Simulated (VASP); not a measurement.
# Te4W (Pm-3m) in VASP: notebook

The runs below take Te4W through single point, relaxation of cell and atoms, with PBE.

Everything below comes from runs of VASP 6.6.1. Logs are shortened: lines on timing, memory, paths and dates and some standing lists are left out, and cuts for length are marked.

**1. The cell of the first run**

Symmetry: Pm-3m, No. 221, cubic system. Conventional cell: a = 5.407 Å, b = 5.407 Å, c = 5.407 Å, α = 90.00°, β = 90.00°, γ = 90.00°. Within 5.0 Å of Te (site symmetry m-3m) lie 12 Te at 3.82 Å and 8 W at 4.68 Å. Within 3.6 Å of Te (site symmetry 4/mmm) lie 2 W at 2.70 Å. W (site symmetry m-3m) has 6 Te at 2.70 Å within 3.6 Å.

**2. Single point, PBE**

File INCAR:

```
PREC = Accurate ; ENCUT = 520
EDIFF = 1E-6 ; ISMEAR = 0
SIGMA = 0.1 ; LREAL = F
LASPH = T ; NELM = 60
ALGO = Normal ; ISIF = 2
LWAVE = F ; LCHARG = F
GGA = PE ; NBANDS = 27
```

File KPOINTS:

```
Automatic mesh
0
Gamma
  4 4 4
```

File POSCAR:

```
Te4W
1.0
    5.4068914200      0.0000000000      0.0000000000
    0.0000000000      5.4068914200      0.0000000000
    0.0000000000      0.0000000000      5.4068914200
Te W
4 1
Direct
    0.0000000000      0.0000000000      0.0000000000
    0.5000000000      0.5000000000      0.0000000000
    0.5000000000      0.0000000000      0.5000000000
    0.0000000000      0.5000000000      0.5000000000
    0.5000000000      0.5000000000      0.5000000000
```

Potentials or basis: VASP PAW PBE potentials, release 64 (Te, W_sv).

Run with:

```bash
$ cat potpaw_PBE.64/Te/POTCAR potpaw_PBE.64/W_sv/POTCAR > POTCAR
$ mpirun -np 1 vasp_std > vasp.out
```

OUTCAR:

```text
PREC = Accurate
   ENCUT = 520
   EDIFF = 1E-6
   ISMEAR = 0
   LREAL = F
   LASPH = T
   NELM = 60
   ISIF = 2
   GGA = PE

 ion  position               nearest neighbor table
   1  0.000  0.000  0.000-
   2  0.500  0.500  0.000-   5 2.70   5 2.70
   3  0.500  0.000  0.500-   5 2.70   5 2.70
   4  0.000  0.500  0.500-   5 2.70   5 2.70
   5  0.500  0.500  0.500-   2 2.70   3 2.70   4 2.70   2 2.70   3 2.70   4 2.70

  LATTYP: Found a simple cubic cell.
 ALAT       =     5.4068914200

  Lattice vectors:

 A1 = (   5.4068914200,   0.0000000000,   0.0000000000)
 A2 = (   0.0000000000,   5.4068914200,   0.0000000000)
 A3 = (   0.0000000000,   0.0000000000,   5.4068914200)

Analysis of symmetry for initial positions (statically):
=====================================================================
 Subroutine PRICEL returns:
 Original cell was already a primitive cell.

 Routine SETGRP: Setting up the symmetry group for a
 simple cubic supercell.

 Subroutine GETGRP returns: Found 48 space group operations
 (whereof 48 operations were pure point group operations)
 out of a pool of 48 trial point group operations.

The static configuration has the point symmetry O_h .

Analysis of symmetry for dynamics (positions and initial velocities):
=====================================================================
 Subroutine PRICEL returns:
 Original cell was already a primitive cell.

 Routine SETGRP: Setting up the symmetry group for a
 simple cubic supercell.

 Subroutine GETGRP returns: Found 48 space group operations
 (whereof 48 operations were pure point group operations)
 out of a pool of 48 trial point group operations.

The dynamic configuration has the point symmetry O_h .

 Subroutine INISYM returns: Found 48 space group operations
 (whereof 48 operations are pure point group operations),
 and found     1 'primitive' translations

----------------------------------------------------------------------------------------

                                     Primitive cell

  volume of cell :     158.0676

  direct lattice vectors                    reciprocal lattice vectors
     5.406891420  0.000000000  0.000000000     0.184949155  0.000000000  0.000000000
     0.000000000  5.406891420  0.000000000     0.000000000  0.184949155  0.000000000
     0.000000000  0.000000000  5.406891420     0.000000000  0.000000000  0.184949155

  length of vectors
     5.406891420  5.406891420  5.406891420     0.184949155  0.184949155  0.184949155

  position of ions in fractional coordinates (direct lattice)
     0.000000000  0.000000000  0.000000000
     0.500000000  0.500000000  0.000000000
     0.500000000  0.000000000  0.500000000
     0.000000000  0.500000000  0.500000000
     0.500000000  0.500000000  0.500000000

  ion indices of the primitive-cell ions
   primitive index   ion index
                 1           1
                 2           2
                 3           3
                 4           4
                 5           5

----------------------------------------------------------------------------------------

 KPOINTS: Automatic mesh

Automatic generation of k-mesh.
 Grid dimensions read from file:
 generate k-points for:    4    4    4

 Generating k-lattice:

  Cartesian coordinates                     Fractional coordinates (reciprocal lattice)
     0.046237289  0.000000000  0.000000000     0.250000000  0.000000000  0.000000000
     0.000000000  0.046237289  0.000000000     0.000000000  0.250000000  0.000000000
     0.000000000  0.000000000  0.046237289     0.000000000  0.000000000  0.250000000

  Length of vectors
     0.046237289  0.046237289  0.046237289

  Shift w.r.t. Gamma in fractional coordinates (k-lattice)
     0.000000000  0.000000000  0.000000000

 Subroutine IBZKPT returns following result:
 ===========================================

 Found     10 irreducible k-points:

 Following reciprocal coordinates:
            Coordinates               Weight
  0.000000  0.000000  0.000000      1.000000
  0.250000  0.000000  0.000000      6.000000
  0.500000  0.000000  0.000000      3.000000
  0.250000  0.250000  0.000000     12.000000
  0.500000  0.250000  0.000000     12.000000
  0.500000  0.500000  0.000000      3.000000
  0.250000  0.250000  0.250000      8.000000
  0.500000  0.250000  0.250000     12.000000
  0.500000  0.500000  0.250000      6.000000
  0.500000  0.500000  0.500000      1.000000
   k-points           NKPTS =     10   k-points in BZ     NKDIM =     10   number of bands    NBANDS=     27
   number of dos      NEDOS =    301   number of ions     NIONS =      5
   total plane-waves  NPLWV =  64000
   dimension x,y,z NGX =    40 NGY =   40 NGZ =   40
   dimension x,y,z NGXF=    80 NGYF=   80 NGZF=   80
   ions per type =               4   1
   NGX,Y,Z   is equivalent  to a cutoff of  12.30, 12.30, 12.30 a.u.
   NGXF,Y,Z  is equivalent  to a cutoff of  24.60, 24.60, 24.60 a.u.
 SYSTEM =  unknown system
   PREC   = accura    normal or accurate (medium, high low for compatibility)
   ISTART =      0    job   : 0-new  1-cont  2-samecut
   ICHARG =      2    charge: 1-file 2-atom 10-const
   ISPIN  =      1    spin polarized calculation?
   LNONCOLLINEAR =      F non collinear calculations
   LSORBIT =      F    spin-orbit coupling
   LASPH  =      T    aspherical Exc in radial PAW
   ENCUT  =  520.0 eV  38.22 Ry    6.18 a.u.  10.05 10.05 10.05*2*pi/ulx,y,z
   NELM   =     60;   NELMIN=  2; NELMDL= -5     # of ELM steps
   EDIFF  = 0.1E-05   stopping-criterion for ELM
   LREAL  =      F    real-space projection
[... 7 lines left out ...]
   TEBEG  =    0.0;   TEEND  =   0.0 temperature during run
   PSTRESS=    0.0 pullay stress
   NELECT =      38.0000    total number of electrons
   NUPDOWN=      -1.0000    fix difference up-down
   EMIN   =  10.00;   EMAX   =-10.00  energy-range for DOS
   EFERMI =   0.00;   METHOD = LEGACY
   ISMEAR =     0;   SIGMA  =   0.10  broadening in eV -4-tet -1-fermi 0-gaus
   EFERMI_NEDOS =   21; number of points for ismear=-14 and -15
   IALGO  =     38    algorithm
   IMIX   =      4    mixing-type and parameters
     AMIX     =   0.40;   BMIX     =  1.00
     AMIX_MAG =   1.60;   BMIX_MAG =  1.00
  volume/ion in A,a.u.               =      31.61       213.34
  Fermi-wavevector in a.u.,A,eV,Ry     =   1.017939  1.923626 14.098352  1.036200
  Thomas-Fermi vector in A             =   2.151368
   LORBIT       =      0    0 simple, 1 ext, 2 COOP (PROOUT), +10 PAW based schemes
   GGA     = PE    functional components
   LHFCALC =     F    Hartree Fock is set to
   AEXX    =    0.0000 exact exchange contribution
   IVDW    =     0    specifies the selected vdW correction
   LEPSILON=     F    determine dielectric tensor
   LRPA    =     F    only Hartree local field effects (RPA)
 non-spin polarized calculation
 Gauss-broadening in eV      SIGMA  =   0.10
  energy-cutoff  :      520.00
  volume of cell :      158.07
 maximum number of plane-waves:      4337
   NGX = 21   NGY = 21   NGZ = 21

 number of electron      38.0000004 magnetization

 Free energy of the ion-electron system (eV)
  ---------------------------------------------------
  ext. energy  EPLUGINS =         0.00000000
  ---------------------------------------------------
  free energy    TOTEN  =       -22.68184889 eV

  energy without entropy =      -22.66062686  energy(sigma->0) =      -22.67123787

 E-fermi :   5.6128     XC(G=0):  -9.4795

 val. band max:        5.5894259288   @ k =   0.5000   0.2500   0.0000
 cond. band min:       5.8598037220   @ k =   0.5000   0.2500   0.2500
 fundamental gap:      0.2703777932
 Fermi energy:         5.6127788447

 k-point     1 :       0.0000    0.0000    0.0000
  band No.  band energies     occupation
      1     -68.9481      2.00000
      2     -33.1639      2.00000
      3     -33.1639      2.00000
      4     -33.1639      2.00000
      5      -6.9233      2.00000
      6      -5.1380      2.00000
[... 19 lines left out ...]
     26       7.3472      0.00000
     27       9.9595      0.00000

 k-point     2 :       0.2500    0.0000    0.0000
  band No.  band energies     occupation
      1     -68.9481      2.00000
      2     -33.1638      2.00000
      3     -33.1638      2.00000
      4     -33.1627      2.00000
      5      -6.6943      2.00000
      6      -5.2668      2.00000
[... 19 lines left out ...]
     26       9.2724      0.00000
     27      10.8737      0.00000

 k-point     3 :       0.5000    0.0000    0.0000
  band No.  band energies     occupation
      1     -68.9482      2.00000
      2     -33.1637      2.00000
      3     -33.1637      2.00000
      4     -33.1615      2.00000
      5      -6.3338      2.00000
      6      -5.5842      2.00000
[... 19 lines left out ...]
     26      11.5964      0.00000
     27      11.8350      0.00000

 k-point     4 :       0.2500    0.2500    0.0000
  band No.  band energies     occupation
      1     -68.9482      2.00000
      2     -33.1637      2.00000
      3     -33.1626      2.00000
      4     -33.1626      2.00000
      5      -6.4663      2.00000
      6      -5.2327      2.00000
[... 19 lines left out ...]
     26       9.8161      0.00000
     27      11.3030      0.00000

 k-point     5 :       0.5000    0.2500    0.0000
  band No.  band energies     occupation
      1     -68.9482      2.00000
      2     -33.1637      2.00000
      3     -33.1625      2.00000
      4     -33.1614      2.00000
      5      -6.1091      2.00000
      6      -5.4683      2.00000
[... 19 lines left out ...]
     26      12.1314      0.00000
     27      12.5157      0.00000

 k-point     6 :       0.5000    0.5000    0.0000
  band No.  band energies     occupation
      1     -68.9482      2.00000
      2     -33.1636      2.00000
      3     -33.1613      2.00000
      4     -33.1613      2.00000
      5      -5.7825      2.00000
      6      -5.3157      2.00000
[... 19 lines left out ...]
     26      11.4431      0.00000
     27      11.7801      0.00000

 k-point     7 :       0.2500    0.2500    0.2500
  band No.  band energies     occupation
      1     -68.9482      2.00000
      2     -33.1625      2.00000
      3     -33.1625      2.00000
      4     -33.1625      2.00000
      5      -6.2381      2.00000
      6      -5.2100      2.00000
[... 19 lines left out ...]
     26       9.9276      0.00000
     27      11.6147      0.00000

 k-point     8 :       0.5000    0.2500    0.2500
  band No.  band energies     occupation
      1     -68.9482      2.00000
      2     -33.1624      2.00000
      3     -33.1624      2.00000
      4     -33.1613      2.00000
      5      -5.8800      2.00000
      6      -5.3836      2.00000
[... 19 lines left out ...]
     26      12.0814      0.00000
     27      12.3717      0.00000

 k-point     9 :       0.5000    0.5000    0.2500
  band No.  band energies     occupation
      1     -68.9483      2.00000
      2     -33.1624      2.00000
      3     -33.1612      2.00000
      4     -33.1612      2.00000
      5      -5.5428      2.00000
      6      -5.2830      2.00000
[... 19 lines left out ...]
     26      11.3378      0.00000
     27      11.9443      0.00000

 k-point    10 :       0.5000    0.5000    0.5000
  band No.  band energies     occupation
      1     -68.9483      2.00000
      2     -33.1611      2.00000
      3     -33.1611      2.00000
      4     -33.1611      2.00000
      5      -5.2491      2.00000
      6      -5.2491      2.00000
[... 19 lines left out ...]
     26      10.6020      0.00000
     27      11.3390      0.00000

------------------------ aborting loop because EDIFF is reached ----------------------------------------

  FORCE on cell =-STRESS in cart. coord.  units (eV):
  Direction    XX          YY          ZZ          XY          YZ          ZX
  --------------------------------------------------------------------------------------
  -------------------------------------------------------------------------------------
  Total       -3.8934856     -3.8934856     -3.8934856     -0.0000000     -0.0000000     -0.0000000
  in kB      -39.4644638    -39.4644638    -39.4644638     -0.0000000     -0.0000000     -0.0000000
  external PRESSURE =     -39.4644638 kB  Pullay stress =       0.0000000 kB

 VOLUME and BASIS-vectors are now :
 -----------------------------------------------------------------------------
  energy-cutoff  :      520.00
  volume of cell :      158.07
      direct lattice vectors                 reciprocal lattice vectors
     5.406891420  0.000000000  0.000000000     0.184949155  0.000000000  0.000000000
     0.000000000  5.406891420  0.000000000     0.000000000  0.184949155  0.000000000
     0.000000000  0.000000000  5.406891420     0.000000000  0.000000000  0.184949155

 POSITION                                       TOTAL-FORCE (eV/Angst)
 -----------------------------------------------------------------------------------
      0.00000      0.00000      0.00000         0.000000      0.000000      0.000000
      2.70345      2.70345      0.00000         0.000000      0.000000      0.000000
      2.70345      0.00000      2.70345         0.000000      0.000000      0.000000
      0.00000      2.70345      2.70345         0.000000      0.000000      0.000000
      2.70345      2.70345      2.70345         0.000000      0.000000      0.000000
 -----------------------------------------------------------------------------------
    total drift:                               -0.000000      0.000000     -0.000000

  FREE ENERGIE OF THE ION-ELECTRON SYSTEM (eV)
  ---------------------------------------------------
  free  energy   TOTEN  =       -22.6818488925 eV

  energy  without entropy=      -22.6606268564  energy(sigma->0) =      -22.67123787
```

Run time: 27 s. Hardware: 1 thread of Intel Xeon Platinum 8375C at 2.90GHz (Ice Lake), shared host; peak memory 0.25 GiB.

What came out:

```yaml
Free_energy: -22.6818 eV
Pressure: -3.9 GPa
Band_gap_on_the_k_mesh: zero (band 19 reaches 6.36 eV, above the bottom of band 20 at 4.63 eV)
```

Caveat: spin-orbit coupling is left out, which moves the levels of the heavy elements.

**3. Single point, PBE**

This run uses another cell than the first one, of 29.67 Å³/atom, 0.939 times its volume.

File INCAR:

```
SYSTEM = Te4W
PREC = Accurate ; ENCUT = 520
EDIFF = 1E-6 ; ISMEAR = 0
SIGMA = 0.1 ; LREAL = .False.
LASPH = .True. ; NELM = 100
ALGO = Normal ; ISIF = 2
LWAVE = .False. ; LCHARG = .True.
GGA = PE ; LELF = .True.
LVHAR = .True. ; NBANDS = 27
```

File KPOINTS:

```
regular mesh
0
Gamma
  8 8 8
  0 0 0
```

Changes to POSCAR since step 2:

```diff
@@ -2,5 +2,5 @@
 1.0
-    5.4068914200      0.0000000000      0.0000000000
-    0.0000000000      5.4068914200      0.0000000000
-    0.0000000000      0.0000000000      5.4068914200
+    5.2939608965      0.0000000000      0.0000000000
+    0.0000000000      5.2939608965      0.0000000000
+    0.0000000000      0.0000000000      5.2939608965
 Te W
```

Potentials or basis: VASP PAW PBE potentials, release 64 (Te, W_sv).

Run with:

```bash
$ cat potpaw_PBE.64/Te/POTCAR potpaw_PBE.64/W_sv/POTCAR > POTCAR
$ mpirun -np 1 vasp_std > vasp.out
```

OUTCAR:

```text
SYSTEM = Te4W
   PREC = Accurate
   ENCUT = 520
   EDIFF = 1E-6
   ISMEAR = 0
   LREAL = .False.
   LASPH = .True.
   NELM = 100
   ISIF = 2
   GGA = PE

 ion  position               nearest neighbor table
   1  0.000  0.000  0.000-
   2  0.500  0.500  0.000-   5 2.65   5 2.65
   3  0.500  0.000  0.500-   5 2.65   5 2.65
   4  0.000  0.500  0.500-   5 2.65   5 2.65
   5  0.500  0.500  0.500-   2 2.65   3 2.65   4 2.65   2 2.65   3 2.65   4 2.65

  LATTYP: Found a simple cubic cell.
 ALAT       =     5.2939608965

  Lattice vectors:

 A1 = (   5.2939608965,   0.0000000000,   0.0000000000)
 A2 = (   0.0000000000,   5.2939608965,   0.0000000000)
 A3 = (   0.0000000000,   0.0000000000,   5.2939608965)

Analysis of symmetry for initial positions (statically):
=====================================================================
 Subroutine PRICEL returns:
 Original cell was already a primitive cell.

 Routine SETGRP: Setting up the symmetry group for a
 simple cubic supercell.

 Subroutine GETGRP returns: Found 48 space group operations
 (whereof 48 operations were pure point group operations)
[... 174 lines left out ...]
 cond. band min:       6.4932113610   @ k =   0.3750   0.3750   0.2500
 fundamental gap:      0.0351233104
 Fermi energy:         6.4604472770

 k-point     1 :       0.0000    0.0000    0.0000
  band No.  band energies     occupation
      1     -67.9943      2.00000
      2     -32.2633      2.00000
      3     -32.2633      2.00000
      4     -32.2633      2.00000
      5      -6.5557      2.00000
      6      -4.5531      2.00000
[... 709 lines left out ...]
     26      12.6184      0.00000
     27      13.2471      0.00000

 [... further k-points ...]

------------------------ aborting loop because EDIFF is reached ----------------------------------------

  FORCE on cell =-STRESS in cart. coord.  units (eV):
  Direction    XX          YY          ZZ          XY          YZ          ZX
  --------------------------------------------------------------------------------------
  -------------------------------------------------------------------------------------
  Total       -0.0769539     -0.0769539     -0.0769539     -0.0000000     -0.0000000     -0.0000000
  in kB       -0.8309961     -0.8309961     -0.8309961     -0.0000000     -0.0000000     -0.0000000
  external PRESSURE =      -0.8309961 kB  Pullay stress =       0.0000000 kB

 VOLUME and BASIS-vectors are now :
 -----------------------------------------------------------------------------
  energy-cutoff  :      520.00
  volume of cell :      148.37
      direct lattice vectors                 reciprocal lattice vectors
     5.293960896  0.000000000  0.000000000     0.188894482  0.000000000  0.000000000
     0.000000000  5.293960896  0.000000000     0.000000000  0.188894482  0.000000000
     0.000000000  0.000000000  5.293960896     0.000000000  0.000000000  0.188894482

 POSITION                                       TOTAL-FORCE (eV/Angst)
 -----------------------------------------------------------------------------------
      0.00000      0.00000      0.00000         0.000000      0.000000      0.000000
      2.64698      2.64698      0.00000         0.000000      0.000000      0.000000
      2.64698      0.00000      2.64698         0.000000      0.000000      0.000000
      0.00000      2.64698      2.64698         0.000000      0.000000      0.000000
      2.64698      2.64698      2.64698         0.000000      0.000000      0.000000
 -----------------------------------------------------------------------------------
    total drift:                               -0.000000      0.000000     -0.000000

  FREE ENERGIE OF THE ION-ELECTRON SYSTEM (eV)
  ---------------------------------------------------
  free  energy   TOTEN  =       -22.7859405884 eV

  energy  without entropy=      -22.7599060655  energy(sigma->0) =      -22.77292333
```

OSZICAR:

```text
N       E                     dE             d eps       ncg     rms          rms(c)
DAV:   1     0.219866901140E+03    0.21987E+03   -0.17828E+04  2170   0.121E+03
DAV:   2    -0.940383737272E+01   -0.22927E+03   -0.22280E+03  2315   0.255E+02
DAV:   3    -0.232326977254E+02   -0.13829E+02   -0.13542E+02  2409   0.589E+01
DAV:   4    -0.235356851639E+02   -0.30299E+00   -0.30143E+00  2079   0.894E+00
DAV:   5    -0.235435542034E+02   -0.78690E-02   -0.78683E-02  2485   0.162E+00    0.186E+01
DAV:   6    -0.234937963204E+02    0.49758E-01   -0.97806E+00  2103   0.128E+01    0.834E+00
DAV:   7    -0.229909337345E+02    0.50286E+00   -0.61527E+00  2115   0.101E+01    0.694E+00
DAV:   8    -0.227844645019E+02    0.20647E+00   -0.78807E-01  2081   0.422E+00    0.116E+00
DAV:   9    -0.227860727341E+02   -0.16082E-02   -0.58071E-02  2183   0.110E+00    0.600E-01
DAV:  10    -0.227858926254E+02    0.18011E-03   -0.23764E-03  2116   0.332E-01    0.202E-01
DAV:  11    -0.227859490416E+02   -0.56416E-04   -0.15278E-04  2399   0.816E-02    0.217E-02
DAV:  12    -0.227859442166E+02    0.48250E-05   -0.40288E-06  2231   0.125E-02    0.148E-02
DAV:  13    -0.227859404706E+02    0.37460E-05   -0.31947E-06  1746   0.879E-03    0.105E-02
DAV:  14    -0.227859405884E+02   -0.11779E-06   -0.47890E-07  1182   0.483E-03
   1 F= -.22785941E+02 E0= -.22772923E+02  d E =-.260345E-01
```

Wall time 85 s (1 thread of Intel Xeon Platinum 8375C at 2.90GHz (Ice Lake), shared host); peak memory 0.31 GiB.

Results:

```
Free energy            : -22.7859 eV
Pressure               : -0.1 GPa
Band gap on the k mesh : zero (band 19 reaches 7.20 eV, above the bottom of band 20 at 5.28 eV)
```

Caveat: spin-orbit coupling is left out, which moves the levels of the heavy elements.

[end of part 1 of 2]
